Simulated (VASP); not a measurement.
A run of VASP 6.6.1 is set up as follows.

Contents of INCAR:

```
ALGO = Normal
EDIFF = 1E-7
EDIFFG = -0.01
ENCUT = 600
IBRION = 2
ISIF = 3
ISMEAR = 0
LASPH = True
LCHARG = False
LREAL = False
LWAVE = False
NELM = 80
NSW = 80
PREC = Accurate
SIGMA = 0.01
```

The input KPOINTS:

```
k-points
0
Gamma
  6 6 2
```

File POSCAR:

```
SnSe
1.0
    4.2853270000      0.0000000000      0.0000000000
    0.0000000000      4.2853270000      0.0000000000
    0.0000000000      0.0000000000     10.9906920000
Sn Se
2 2
Direct
    0.5000000000      0.0000000000      0.3722290000
    0.0000000000      0.5000000000      0.6277710000
    0.5000000000      0.0000000000      0.6160390000
    0.0000000000      0.5000000000      0.3839610000
```

Potentials or basis: VASP PAW LDA potentials, release 64 (Sn_d, Se).

Launch:

```sh
$ cat potpaw_LDA.64/Sn_d/POTCAR potpaw_LDA.64/Se/POTCAR > POTCAR
$ mpirun -np 1 vasp_std > vasp.out
```

Problem. What does it give for the relaxed cell?

Solution. a = 4.193 Å, b = 4.193 Å, c = 10.964 Å, α = 90.00°, β = 90.00°, γ = 90.00°.

Problem. Predict the space group after relaxing (to 0.05 Å).

Solution. P4/nmm (No. 129).

Problem. Estimate the band gap on the k mesh.

Solution. 1.45 eV, indirect (least direct gap 1.51 eV).

Final structure:
```cif
data_structure
_symmetry_space_group_name_H-M 'P 1'
_symmetry_Int_Tables_number 1
_cell_length_a 4.1926
_cell_length_b 4.1926
_cell_length_c 10.9636
_cell_angle_alpha 90.000
_cell_angle_beta 90.000
_cell_angle_gamma 90.000
_cell_volume 192.72
loop_
_atom_site_label
_atom_site_type_symbol
_atom_site_fract_x
_atom_site_fract_y
_atom_site_fract_z
_atom_site_occupancy
Sn1 Sn 0.50000 0.00000 0.37780 1
Sn2 Sn 0.00000 0.50000 0.62220 1
Se1 Se 0.50000 0.00000 0.62217 1
Se2 Se 0.00000 0.50000 0.37783 1
```

Caveat: spin-orbit coupling is left out, which moves the levels of the heavy elements.
